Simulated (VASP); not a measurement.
Set up this calculation in VASP 6.6.1, as the native input.

- Task: relaxation of the atoms
- Functional: PBE
- Potentials or basis: VASP PAW PBE potentials, release 64 (Zn)
- Cutoff: 520 eV
- k mesh: 16 × 16 × 1
- Occupations: fermi-dirac, width 0.08 eV
- Spin: no spin polarisation
- Dipole correction: yes
- Further INCAR settings: ALGO = Normal; EDIFF = 1e-06; IBRION = 2; EDIFFG = -0.01; NSW = 32

The structure of Zn lies in POSCAR:

```
Zn
1.0
    2.6356265346      0.0000000000      0.0000000000
   -1.3178132673      2.2825195338      0.0000000000
    0.0000000000      0.0000000000     21.0925000000
Zn
3
Direct
    0.0000000000      0.0000000000      0.3831600234
    0.3333333333      0.6666666667      0.4999999894
    0.0000000000      0.0000000000      0.6168399872
```

One way to write it, as run:

INCAR

```
SYSTEM = Zn
PREC = Accurate
ENCUT = 520
EDIFF = 1E-6
ISMEAR = -1
SIGMA = 0.08
LREAL = .FALSE.
LASPH = .TRUE.
NELM = 100
ALGO = Normal
ISIF = 2
LWAVE = .FALSE.
LCHARG = .FALSE.
LDIPOL = .TRUE.
IDIPOL = 3
DIPOL = 0.5 0.5 0.500
GGA = PE
IBRION = 2
NSW = 32
EDIFFG = -0.01
```

KPOINTS

```
Automatic mesh
0
G
  16 16 1
  0 0 0
```

Potentials or basis: VASP PAW PBE potentials, release 64 (Zn).

The run is started by

```bash
$ cat potpaw_PBE.64/Zn/POTCAR > POTCAR
$ mpirun -np 1 vasp_std > vasp.out
```

It gave:

The largest force after relaxing is 0.007 eV/Å. The band gap on the k mesh is zero (bands 18 and 19 overlap by 3.45 eV).

Caveat: the relaxation stopped at its first step, so nothing moved.

Run time: 110 s on 1 thread of Intel Xeon 8259CL, on a shared host, peak memory 0.27 GiB.
